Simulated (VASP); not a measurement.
# GaAs (P-6m2) in VASP: notebook

Aim: see how the results for GaAs move with the level of theory and the settings. Levels: PBE0, r2SCANh. Tasks: single point.

Program: VASP 6.6.1. These are calculated values, not measurements. Logs are shortened: lines on timing, memory, paths and dates and some standing lists are left out, and cuts for length are marked.

**1. The cell of the first run**

The structure is hexagonal, space group P-6m2 (No. 187). The conventional cell has a = 3.754 Å, b = 3.754 Å, c = 3.246 Å, α = 90.00°, β = 90.00°, γ = 120.00°. Within 3.6 Å of Ga (site symmetry -6m2) lie 6 As at 2.71 Å and 2 Ga at 3.25 Å. Within 3.6 Å of As (site symmetry -6m2) lie 6 Ga at 2.71 Å and 2 As at 3.25 Å.

**2. Single point, PBE0**

POSCAR reads:

```
GaAs
1.0
    3.7543747679     -0.0000000030      0.0000000000
   -1.8771873814      3.2513839259      0.0000000000
    0.0000000000      0.0000000000      3.2460162765
Ga As
1 1
Direct
    0.3333333333      0.6666666667      0.5000000000
    0.0000000000      0.0000000000      0.0000000000
```

INCAR.step1 reads:

```
SYSTEM = GaAs
ALGO = Normal
EDIFF = 1E-5
ENCUT = 400
GGA = PE
GGA_COMPAT = .FALSE.
ISIF = 2
ISMEAR = -1
LASPH = .TRUE.
LCHARG = .FALSE.
LREAL = .FALSE.
LWAVE = .TRUE.
NBANDS = 21
NELM = 120
PREC = Accurate
SIGMA = 0.05
```

INCAR.step2 reads:

```
SYSTEM = GaAs
AEXX = 0.25
ALGO = Normal
EDIFF = 1E-6
ENCUT = 400
GGA = PE
GGA_COMPAT = .FALSE.
ISIF = 2
ISMEAR = -1
ISTART = 1
LASPH = .TRUE.
LCHARG = .FALSE.
LHFCALC = .TRUE.
LREAL = .FALSE.
LWAVE = .FALSE.
NBANDS = 21
NELM = 120
PREC = Accurate
PRECFOCK = Normal
SIGMA = 0.05
```

KPOINTS reads:

```
k-points
0
G
  5 5 4
  0 0 0
```

Potentials or basis: VASP PAW PBE potentials, release 64 (Ga_d, As_d).

On the command line:

```sh
$ cat potpaw_PBE.64/Ga_d/POTCAR potpaw_PBE.64/As_d/POTCAR > POTCAR
$ cp INCAR.step1 INCAR
$ mpirun -np 1 vasp_std > vasp.out
$ cp INCAR.step2 INCAR
$ mpirun -np 1 vasp_std > vasp.out
```

OUTCAR:

```text
SYSTEM = GaAs
   AEXX = 0.25
   EDIFF = 1E-6
   ENCUT = 400
   GGA = PE
   ISIF = 2
   ISMEAR = -1
   ISTART = 1
   LASPH = .TRUE.
   LHFCALC = .TRUE.
   LREAL = .FALSE.
   NELM = 120
   PREC = Accurate
   PRECFOCK = Normal

 ion  position               nearest neighbor table
   1  0.333  0.667  0.500-   2 2.71   2 2.71   2 2.71   2 2.71   2 2.71   2 2.71
   2  0.000  0.000  0.000-   1 2.71   1 2.71   1 2.71   1 2.71   1 2.71   1 2.71

  LATTYP: Found a hexagonal cell.
 ALAT       =     3.7543747679
 C/A-ratio  =     0.8645956989

  Lattice vectors:

 A1 = (   3.7543747679,  -0.0000000030,   0.0000000000)
 A2 = (  -1.8771873814,   3.2513839259,   0.0000000000)
 A3 = (   0.0000000000,   0.0000000000,   3.2460162765)

Analysis of symmetry for initial positions (statically):
=====================================================================
 Subroutine PRICEL returns:
 Original cell was already a primitive cell.

 Routine SETGRP: Setting up the symmetry group for a
 hexagonal supercell.

 Subroutine GETGRP returns: Found 12 space group operations
 (whereof 12 operations were pure point group operations)
 out of a pool of 24 trial point group operations.

The static configuration has the point symmetry D_3h.

Analysis of symmetry for dynamics (positions and initial velocities):
=====================================================================
 Subroutine PRICEL returns:
 Original cell was already a primitive cell.

 Routine SETGRP: Setting up the symmetry group for a
 hexagonal supercell.

 Subroutine GETGRP returns: Found 12 space group operations
 (whereof 12 operations were pure point group operations)
 out of a pool of 24 trial point group operations.

The dynamic configuration has the point symmetry D_3h.

 Subroutine INISYM returns: Found 12 space group operations
 (whereof 12 operations are pure point group operations),
 and found     1 'primitive' translations

----------------------------------------------------------------------------------------

                                     Primitive cell

  volume of cell :      39.6238

  direct lattice vectors                    reciprocal lattice vectors
     3.754374768 -0.000000003  0.000000000     0.266355935  0.153780670  0.000000000
    -1.877187381  3.251383926  0.000000000     0.000000000  0.307561341  0.000000000
     0.000000000  0.000000000  3.246016276     0.000000000  0.000000000  0.308069928

  length of vectors
     3.754374768  3.754374768  3.246016276     0.307561341  0.307561341  0.308069928

  position of ions in fractional coordinates (direct lattice)
     0.333333333  0.666666667  0.500000000
     0.000000000  0.000000000  0.000000000

  ion indices of the primitive-cell ions
   primitive index   ion index
                 1           1
                 2           2

----------------------------------------------------------------------------------------

 KPOINTS: k-points

Automatic generation of k-mesh.
 Grid dimensions read from file:
 generate k-points for:    5    5    4

 Generating k-lattice:

  Cartesian coordinates                     Fractional coordinates (reciprocal lattice)
     0.053271187  0.030756134  0.000000000     0.200000000 -0.000000000  0.000000000
     0.000000000  0.061512268  0.000000000    -0.000000000  0.200000000  0.000000000
     0.000000000  0.000000000  0.077017482     0.000000000  0.000000000  0.250000000

  Length of vectors
     0.061512268  0.061512268  0.077017482

  Shift w.r.t. Gamma in fractional coordinates (k-lattice)
     0.000000000  0.000000000  0.000000000

 Subroutine IBZKPT returns following result:
 ===========================================

 Found     15 irreducible k-points:

 Following reciprocal coordinates:
            Coordinates               Weight
  0.000000  0.000000  0.000000      1.000000
  0.200000  0.000000  0.000000      6.000000
  0.400000  0.000000  0.000000      6.000000
  0.200000  0.200000  0.000000      6.000000
  0.400000  0.200000  0.000000      6.000000
  0.000000  0.000000  0.250000      2.000000
  0.200000  0.000000  0.250000     12.000000
  0.400000  0.000000  0.250000     12.000000
  0.200000  0.200000  0.250000     12.000000
  0.400000  0.200000  0.250000     12.000000
  0.000000  0.000000  0.500000      1.000000
  0.200000  0.000000  0.500000      6.000000
  0.400000  0.000000  0.500000      6.000000
  0.200000  0.200000  0.500000      6.000000
  0.400000  0.200000  0.500000      6.000000
   k-points           NKPTS =     15   k-points in BZ     NKDIM =    100   number of bands    NBANDS=     21
   number of dos      NEDOS =    301   number of ions     NIONS =      2
   total plane-waves  NPLWV =  13824
   dimension x,y,z NGX =    24 NGY =   24 NGZ =   24
   dimension x,y,z NGXF=    48 NGYF=   48 NGZF=   48
   ions per type =               1   1
   NGX,Y,Z   is equivalent  to a cutoff of  10.63, 10.63, 12.29 a.u.
   NGXF,Y,Z  is equivalent  to a cutoff of  21.25, 21.25, 24.58 a.u.
 SYSTEM =  GaAs
   PREC   = accura    normal or accurate (medium, high low for compatibility)
   ISTART =      1    job   : 0-new  1-cont  2-samecut
   ICHARG =      0    charge: 1-file 2-atom 10-const
   ISPIN  =      1    spin polarized calculation?
   LNONCOLLINEAR =      F non collinear calculations
   LSORBIT =      F    spin-orbit coupling
   LASPH  =      T    aspherical Exc in radial PAW
   ENCUT  =  400.0 eV  29.40 Ry    5.42 a.u.   6.12  6.12  5.29*2*pi/ulx,y,z
   NELM   =    120;   NELMIN=  2; NELMDL=  0     # of ELM steps
   EDIFF  = 0.1E-05   stopping-criterion for ELM
   LREAL  =      F    real-space projection
   EDIFFG = 0.1E-04   stopping-criterion for IOM
   NSW    =      0    number of steps for IOM
   IBRION =     -1    ionic relax: 0-MD 1-quasi-New 2-CG
   NFREE  =      0    steps in history (QN), initial steepest desc. (CG)
   ISIF   =      2    stress and relaxation
   ISYM   =      3    0-nonsym 1-usesym 2-fastsym
   POTIM  = 0.5000    time-step for ionic-motion
   TEBEG  =    0.0;   TEEND  =   0.0 temperature during run
   PSTRESS=    0.0 pullay stress
   NELECT =      28.0000    total number of electrons
   NUPDOWN=      -1.0000    fix difference up-down
   EMIN   =  10.00;   EMAX   =-10.00  energy-range for DOS
   EFERMI =   0.00;   METHOD = LEGACY
   ISMEAR =    -1;   SIGMA  =   0.05  broadening in eV -4-tet -1-fermi 0-gaus
   EFERMI_NEDOS =   21; number of points for ismear=-14 and -15
   IALGO  =     38    algorithm
   IMIX   =      1    mixing-type and parameters
     AMIX     =   0.40;   BMIX     =  1.00
     AMIX_MAG =   1.60;   BMIX_MAG =  1.00
  volume/ion in A,a.u.               =      19.81       133.70
  Fermi-wavevector in a.u.,A,eV,Ry     =   1.458172  2.755545 28.929586  2.126265
  Thomas-Fermi vector in A             =   2.574887
   LORBIT       =      0    0 simple, 1 ext, 2 COOP (PROOUT), +10 PAW based schemes
   GGA     = PE    functional components
   LHFCALC =     T    Hartree Fock is set to
   PRECFOCK=normal    Normal, Fast or Accurate (Low or Medium for compatibility)
   ENCUT4O =  -1.0   cutoff for four orbital integrals eV
   NKREDX  =     1    reduce k-point grid by
   NKREDY  =     1    reduce k-point grid by
   NKREDZ  =     1    reduce k-point grid by
   AEXX    =    0.2500 exact exchange contribution
   HFSCREEN=    0.0000 screening length (either q_TF or 0.3 A-1)
   HFSCREENC=   0.0000 screening length for correlation (either q_TF or 0.3 A-1)
   ENCUTFOCK=  -1.0 apply spherical cutoff to Coloumb kernel
   IVDW    =     0    specifies the selected vdW correction
   LEPSILON=     F    determine dielectric tensor
   LRPA    =     F    only Hartree local field effects (RPA)
 non-spin polarized calculation
  energy-cutoff  :      400.00
  volume of cell :       39.62
 maximum number of plane-waves:       731
  NGX = 20; NGY = 20; NGZ = 16

 number of electron      27.9999985 magnetization

 Free energy of the ion-electron system (eV)
  ---------------------------------------------------
  ext. energy  EPLUGINS =         0.00000000
  ---------------------------------------------------
  free energy    TOTEN  =        -9.59552740 eV

  energy without entropy =       -9.58730409  energy(sigma->0) =       -9.59141574

 E-fermi :   4.9779     XC(G=0):  -8.5682

 val. band max:        4.9611785823   @ k =   0.4000   0.2000   0.2500
 cond. band min:       5.3574323350   @ k =   0.2000   0.0000   0.5000
 fundamental gap:      0.3962537527
 Fermi energy:         4.9779220411

 k-point     1 :       0.0000    0.0000    0.0000
  band No.  band energies     occupation
      1     -35.4223      2.00000
      2     -35.3946      2.00000
      3     -35.3946      2.00000
      4     -35.3294      2.00000
      5     -35.3294      2.00000
      6     -13.9494      2.00000
[... 13 lines left out ...]
     20      17.0203      0.00000
     21      20.5625      0.00000

 k-point     2 :       0.2000    0.0000    0.0000
  band No.  band energies     occupation
      1     -35.4218      2.00000
      2     -35.3949      2.00000
      3     -35.3946      2.00000
      4     -35.3293      2.00000
      5     -35.3285      2.00000
      6     -13.9451      2.00000
[... 13 lines left out ...]
     20      16.0065      0.00000
     21      18.6912      0.00000

 k-point     3 :       0.4000    0.0000    0.0000
  band No.  band energies     occupation
      1     -35.4211      2.00000
      2     -35.3957      2.00000
      3     -35.3947      2.00000
      4     -35.3292      2.00000
      5     -35.3270      2.00000
      6     -13.9591      2.00000
[... 13 lines left out ...]
     20      16.8836      0.00000
     21      19.1973      0.00000
[... 241 lines left out ...]
 k-point    14 :       0.2000    0.2000    0.5000
  band No.  band energies     occupation
      1     -35.4061      2.00000
      2     -35.4003      2.00000
      3     -35.3998      2.00000
      4     -35.3285      2.00000
      5     -35.3272      2.00000
      6     -13.9916      2.00000
[... 13 lines left out ...]
     20      15.8908      0.00000
     21      19.8887      0.00000

 k-point    15 :       0.4000    0.2000    0.5000
  band No.  band energies     occupation
      1     -35.4058      2.00000
      2     -35.4005      2.00000
      3     -35.4000      2.00000
      4     -35.3282      2.00000
      5     -35.3267      2.00000
      6     -14.0081      2.00000
[... 13 lines left out ...]
     20      19.0260      0.00000
     21      19.8980      0.00000

------------------------ aborting loop because EDIFF is reached ----------------------------------------

  FORCE on cell =-STRESS in cart. coord.  units (eV):
  Direction    XX          YY          ZZ          XY          YZ          ZX
  --------------------------------------------------------------------------------------
  -------------------------------------------------------------------------------------
  Total       -0.0563069     -0.0563069     -0.0164752      0.0000000     -0.0000000      0.0000000
  in kB       -2.2767512     -2.2767512     -0.6661700      0.0000000     -0.0000000      0.0000000
  external PRESSURE =      -1.7398908 kB  Pullay stress =       0.0000000 kB

 VOLUME and BASIS-vectors are now :
 -----------------------------------------------------------------------------
  energy-cutoff  :      400.00
  volume of cell :       39.62
      direct lattice vectors                 reciprocal lattice vectors
     3.754374768 -0.000000003  0.000000000     0.266355935  0.153780670  0.000000000
    -1.877187381  3.251383926  0.000000000     0.000000000  0.307561341  0.000000000
     0.000000000  0.000000000  3.246016276     0.000000000  0.000000000  0.308069928

 POSITION                                       TOTAL-FORCE (eV/Angst)
 -----------------------------------------------------------------------------------
      0.00000      2.16759      1.62301        -0.000000      0.000000      0.000000
      0.00000      0.00000      0.00000         0.000000     -0.000000      0.000000
 -----------------------------------------------------------------------------------
    total drift:                               -0.000012      0.000002      0.000001

  FREE ENERGIE OF THE ION-ELECTRON SYSTEM (eV)
  ---------------------------------------------------
  free  energy   TOTEN  =        -9.5955273953 eV

  energy  without entropy=       -9.5873040928  energy(sigma->0) =       -9.59141574
```

Run time: 31 min. Hardware: 1 thread of Intel Xeon Platinum 8375C at 2.90GHz (Ice Lake), shared host; peak memory 0.16 GiB.

What came out:

* Free energy: -9.5955 eV
* Pressure: -0.2 GPa
* Band gap on the k mesh: zero (bands 14 and 15 overlap by 4.74 eV)

Caveat: the k points lie up to 0.48 Å⁻¹ apart, too coarse for converged energies and pressures of a metal; the PAW data sets were made with another functional, which shifts forces and pressure a little.

**3. Single point, r2SCANh**

This run uses another cell than the first one, of 20.12 Å³/atom.

POSCAR reads:

```
GaAs
1.0
    3.6064012100      0.0000000000      0.0000000000
   -1.8032006000      3.1232350600      0.0000000000
    0.0000000000      0.0000000000      3.5731941600
Ga As
1 1
Direct
    0.3333333300      0.6666666700      0.5000000000
    0.0000000000      0.0000000000      0.0000000000
```

INCAR.step1 reads:

```
ALGO = Normal ; EDIFF = 1E-5
ENCUT = 520 ; GGA = PE
ISIF = 2 ; ISMEAR = -1
LASPH = T ; LCHARG = F
LREAL = F ; LWAVE = T
NBANDS = 16 ; NELM = 100
PREC = Accurate ; SIGMA = 0.05
```

INCAR.step2 reads:

```
AEXX = 0.1 ; ALGO = Normal
EDIFF = 1E-7 ; ENCUT = 520
ISIF = 2 ; ISMEAR = -1
ISTART = 1 ; LASPH = T
LCHARG = F ; LHFCALC = T
LMIXTAU = T ; LREAL = F
LWAVE = F ; METAGGA = R2SCAN
NBANDS = 16 ; NELM = 100
PREC = Accurate ; PRECFOCK = Normal
SIGMA = 0.05
```

KPOINTS reads:

```
k-points
0
Gamma
  5 5 4
```

Potentials or basis: VASP PAW PBE potentials, release 64 (Ga_d, As).

On the command line:

```sh
$ cat potpaw_PBE.64/Ga_d/POTCAR potpaw_PBE.64/As/POTCAR > POTCAR
$ cp INCAR.step1 INCAR
$ mpirun -np 1 vasp_std > vasp.out
$ cp INCAR.step2 INCAR
$ mpirun -np 1 vasp_std > vasp.out
```

OUTCAR:

```text
AEXX = 0.1
   EDIFF = 1E-7
   ENCUT = 520
   ISIF = 2
   ISMEAR = -1
   ISTART = 1
   LASPH = T
   LHFCALC = T
   LREAL = F
   METAGGA = R2SCAN
   NELM = 100
   PREC = Accurate
   PRECFOCK = Normal

 ion  position               nearest neighbor table
   1  0.333  0.667  0.500-   2 2.74   2 2.74   2 2.74   2 2.74   2 2.74   2 2.74
   2  0.000  0.000  0.000-   1 2.74   1 2.74   1 2.74   1 2.74   1 2.74   1 2.74

  LATTYP: Found a hexagonal cell.
 ALAT       =     3.6064012100
 C/A-ratio  =     0.9907921920

  Lattice vectors:

 A1 = (   3.6064012100,   0.0000000000,   0.0000000000)
 A2 = (  -1.8032006000,   3.1232350600,   0.0000000000)
 A3 = (   0.0000000000,   0.0000000000,   3.5731941600)

Analysis of symmetry for initial positions (statically):
=====================================================================
 Subroutine PRICEL returns:
 Original cell was already a primitive cell.

 Routine SETGRP: Setting up the symmetry group for a
 hexagonal supercell.

 Subroutine GETGRP returns: Found 12 space group operations
 (whereof 12 operations were pure point group operations)
[... 159 lines left out ...]

  energy without entropy =      -24.83214404  energy(sigma->0) =      -24.83701387

 E-fermi :   5.0380     XC(G=0): -10.2041

 val. band max:        5.0122392280   @ k =   0.2000  -0.0000   0.2500
 cond. band min:       5.4850772688   @ k =   0.0000   0.0000   0.0000
 fundamental gap:      0.4728380408
 Fermi energy:         5.0379511631

 k-point     1 :       0.0000    0.0000    0.0000
  band No.  band energies     occupation
      1     -11.6812      2.00000
      2     -11.6812      2.00000
      3     -11.6525      2.00000
      4     -11.6112      2.00000
      5     -11.6111      2.00000
      6      -9.4214      2.00000
[... 262 lines left out ...]
      3     -11.6690      2.00000
      4     -11.6343      2.00000
      5     -11.5549      2.00000
      6      -5.4208      2.00000
[... 8 lines left out ...]
     15      20.0238      0.00000
     16      21.5495      0.00000

------------------------ aborting loop because EDIFF is reached ----------------------------------------

  FORCE on cell =-STRESS in cart. coord.  units (eV):
  Direction    XX          YY          ZZ          XY          YZ          ZX
  --------------------------------------------------------------------------------------
  -------------------------------------------------------------------------------------
  Total       -0.4045099     -0.4045099     -1.3989994     -0.0000000     -0.0000000      0.0000000
  in kB      -16.1029114    -16.1029113    -55.6919977     -0.0000000     -0.0000000      0.0000000
  external PRESSURE =     -29.2992735 kB  Pullay stress =       0.0000000 kB

 VOLUME and BASIS-vectors are now :
 -----------------------------------------------------------------------------
  energy-cutoff  :      520.00
  volume of cell :       40.25
      direct lattice vectors                 reciprocal lattice vectors
     3.606401210  0.000000000  0.000000000     0.277284734  0.160090416  0.000000000
    -1.803200600  3.123235060  0.000000000     0.000000000  0.320180832  0.000000000
     0.000000000  0.000000000  3.573194160     0.000000000  0.000000000  0.279861646

 POSITION                                       TOTAL-FORCE (eV/Angst)
 -----------------------------------------------------------------------------------
     -0.00000      2.08216      1.78660         0.000000      0.000000      0.000000
      0.00000      0.00000      0.00000        -0.000000      0.000000      0.000000
 -----------------------------------------------------------------------------------
    total drift:                               -0.000005      0.000004     -0.000000

  FREE ENERGIE OF THE ION-ELECTRON SYSTEM (eV)
  ---------------------------------------------------
  free  energy   TOTEN  =       -24.8418837014 eV

  energy  without entropy=      -24.8321440431  energy(sigma->0) =      -24.83701387
```

OSZICAR.step1:

```text
N       E                     dE             d eps       ncg     rms          rms(c)
DAV:   1     0.788724927020E+02    0.78872E+02   -0.89070E+03   480   0.170E+03
DAV:   2    -0.152955703499E+01   -0.80402E+02   -0.77033E+02   568   0.323E+02
DAV:   3    -0.724346241407E+01   -0.57139E+01   -0.55942E+01   576   0.610E+01
DAV:   4    -0.732050377196E+01   -0.77041E-01   -0.77023E-01   632   0.776E+00
DAV:   5    -0.732152911570E+01   -0.10253E-02   -0.10253E-02   592   0.814E-01    0.206E+00
DAV:   6    -0.724533621909E+01    0.76193E-01   -0.11285E-01   688   0.608E+00    0.119E+00
DAV:   7    -0.723695008670E+01    0.83861E-02   -0.24492E-02   648   0.132E+00    0.408E-01
DAV:   8    -0.723638219553E+01    0.56789E-03   -0.42033E-03   648   0.848E-01    0.636E-02
DAV:   9    -0.723642486918E+01   -0.42674E-04   -0.53528E-04   648   0.357E-01    0.478E-02
DAV:  10    -0.723642299366E+01    0.18755E-05   -0.34554E-05   584   0.580E-02
   1 F= -.72364230E+01 E0= -.72274176E+01  d E =-.180107E-01
```

Wall time 30 min (1 thread of Intel Xeon 8259CL, shared host); peak memory 0.17 GiB.

Results:

| Quantity | Value |
| --- | --- |
| Free energy | -24.8419 eV |
| Pressure | -2.9 GPa |
| Band gap on the k mesh | zero (bands 9 and 10 overlap by 3.64 eV) |

Caveat: the k points lie up to 0.44 Å⁻¹ apart, too coarse for converged energies and pressures of a metal; the PAW data sets were made with another functional, which shifts forces and pressure a little.

The gap in the log of VASP goes by the Fermi energy; the results here count the filled bands.